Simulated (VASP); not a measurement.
PtS2:

```
Pt S
1.0
     3.54320    0.00000    0.00000
    -1.77160    3.06850    0.00000
     0.00000    0.00000    5.03880
Pt S
1 2
Direct
  0.00000 0.00000 0.00000
  0.33333 0.66667 0.25000
  0.66667 0.33333 0.75000
```

* Program: VASP 6.6.1
* Task: relaxation of volume and atoms at fixed shape
* Functional: PBE
* Potentials or basis: VASP PAW PBE potentials, release 64 (Pt, S)
* Cutoff: 500 eV
* k mesh: 3 × 3 × 1
* Occupations: methfessel-paxton, width 0.083 eV
* Spin: no spin polarisation

At the start: pressure 0.4 GPa; volume 18.26 Å³/atom.

Problem. Where does the relaxation end?

Solution. Over 8 steps the energy falls by 15.1 meV/atom and the volume is 19.08 Å³/atom (+4.5 %); space group P-3m1 (No. 164, to 0.05 Å).

The path:
| step | energy change (eV) | largest force (eV/Å) | pressure (GPa) | volume (Å³) |
| --- | --- | --- | --- | --- |
| 1 | 0.0000 | 0.5136 | 0.45 | 54.78 |
| 2 | -0.0218 | 0.2826 | 1.16 | 55.19 |
| 3 | -0.0363 | 0.1094 | 2.39 | 55.86 |
| 4 | -0.0451 | 0.0070 | 0.25 | 57.09 |
| 5 | -0.0453 | 0.0260 | -0.09 | 57.30 |
| 6 | -0.0453 | 0.0235 | -0.04 | 57.27 |
| 7 | -0.0453 | 0.0129 | 0.04 | 57.25 |
| 8 | -0.0453 | 0.0097 | 0.06 | 57.25 |

Final structure:
```
Pt S
1.0
     3.59556    0.00000    0.00000
    -1.79778    3.11384    0.00000
     0.00000    0.00000    5.11326
Pt S
1 2
Direct
  0.00000 0.00000 0.00000
  0.33333 0.66667 0.23429
  0.66667 0.33333 0.76571
```

Caveat: the k points lie up to 1.23 Å⁻¹ apart in the final cell.
